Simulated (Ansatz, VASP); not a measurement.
**Two plane-wave programs on SiC**

Contents of INCAR:

```
PREC = Accurate
ENCUT = 520
EDIFF = 1E-7
ISMEAR = 0
SIGMA = 0.05
LREAL = F
LASPH = T
NELM = 80
ALGO = Normal
ISIF = 2
LWAVE = F
LCHARG = F
GGA = PE
NBANDS = 16
```

File KPOINTS:

```
Automatic mesh
0
Gamma
  10 10 6
```

Contents of POSCAR:

```
SiC
1.0
    0.0000000000     -2.1898640950     -2.1898640950
    0.0000000000      2.1898640950     -2.1898640950
    4.3797281900      0.0000000000      0.0000000000
Si C
2 2
Direct
    0.5171243504      0.4828756496      0.5000000000
   -0.0171243504      0.0171243504      0.0000000000
    1.0112571574      0.5112571574      0.2500000000
    0.4887428426     -0.0112571574      0.7500000000
```

Input for Ansatz:

```yaml
crystal:
  lattice:
    - [0.0, -2.189864095, -2.189864095]
    - [0.0, 2.189864095, -2.189864095]
    - [4.37972819, 0.0, 0.0]
  atoms:
    - { symbol: Si, position: [0.5171243504, 0.4828756496, 0.5] }
    - { symbol: Si, position: [-0.0171243504, 0.0171243504, 0.0] }
    - { symbol: C, position: [1.0112571574, 0.5112571574, 0.25] }
    - { symbol: C, position: [0.4887428426, -0.0112571574, 0.75] }
basis:
  ecutwfc: 420
kpoints:
  mp_grid: { grid: [10, 10, 6] }
hamiltonian:
  xc: pbe
scf:
  occupations: { method: gaussian, width: 0.05 }
output:
  forces: true
  stress: true
  eigenvalues: true
```

Change from the starting cell: mode 4 (360.1 1/cm) frozen in, largest displacement +0.075 Å.

Alike in both runs: task single point; functional PBE; k mesh 10 × 10 × 6; occupations gaussian, width 0.05 eV; no spin polarisation.

```csv
,VASP,Ansatz
version,VASP 6.6.1,Ansatz 0.2.0
potentials or method,"VASP PAW PBE potentials, release 64 (Si, C), cutoff 520 eV","scalar-relativistic, plane waves, PAW"
valence electrons in the cell,16,16
```

```tsv
	VASP	Ansatz	Ansatz less VASP
gap on the k mesh at the Fermi level (eV)	1.32	1.32	+0.002
least direct gap on the mesh (eV)	1.34	1.35	+0.002
pressure (GPa)	-0.2	-0.1	+0.05
traceless stress, the component that is largest in VASP (GPa)	0.37	0.37	+0.001
rms of the force components (eV/Å)	0.425	0.424	-0.0011
```

Atom by atom the forces differ by 0.001 eV/Å (rms over components).
